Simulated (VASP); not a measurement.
The system is Mg.

```
Mg
1.0
     3.20930    0.00000    0.00000
    -1.60465    2.77934    0.00000
     0.00000    0.00000    5.21030
Mg
2
Direct
  0.33333 0.66667 0.25000
  0.66667 0.33333 0.75000
```

```yaml
Program: VASP 6.6.1
Task: relaxation of volume and atoms at fixed shape
Functional: LDA
Potentials_or_basis: VASP PAW LDA potentials, release 64 (Mg_sv)
Cutoff: 840 eV
k_mesh: 7 × 7 × 4
Occupations: fermi-dirac, width 0.1 eV
Spin: no spin polarisation
```

At the start: pressure -2.6 GPa; volume 23.24 Å³/atom.

**Question.** Where does the relaxation end?

**Answer.** Over 3 steps the energy falls by 13.3 meV/atom and the volume is 21.66 Å³/atom (-6.8 %); space group P6_3/mmc (No. 194, to 0.1 Å) before and after.

Step by step:
| step | energy change (eV) | largest force (eV/Å) | pressure (GPa) | volume (Å³) |
| --- | --- | --- | --- | --- |
| 1 | 0.0000 | 0.0000 | -2.61 | 46.47 |
| 2 | -0.0254 | 0.0000 | -0.60 | 43.97 |
| 3 | -0.0266 | 0.0000 | 0.01 | 43.31 |

Final structure:
```cif
data_structure
_symmetry_space_group_name_H-M 'P 1'
_symmetry_Int_Tables_number 1
_cell_length_a 3.1347
_cell_length_b 3.1347
_cell_length_c 5.0893
_cell_angle_alpha 90.000
_cell_angle_beta 90.000
_cell_angle_gamma 120.000
_cell_volume 43.31
loop_
_atom_site_label
_atom_site_type_symbol
_atom_site_fract_x
_atom_site_fract_y
_atom_site_fract_z
_atom_site_occupancy
Mg1 Mg 0.33333 0.66667 0.25000 1
Mg2 Mg 0.66667 0.33333 0.75000 1
```
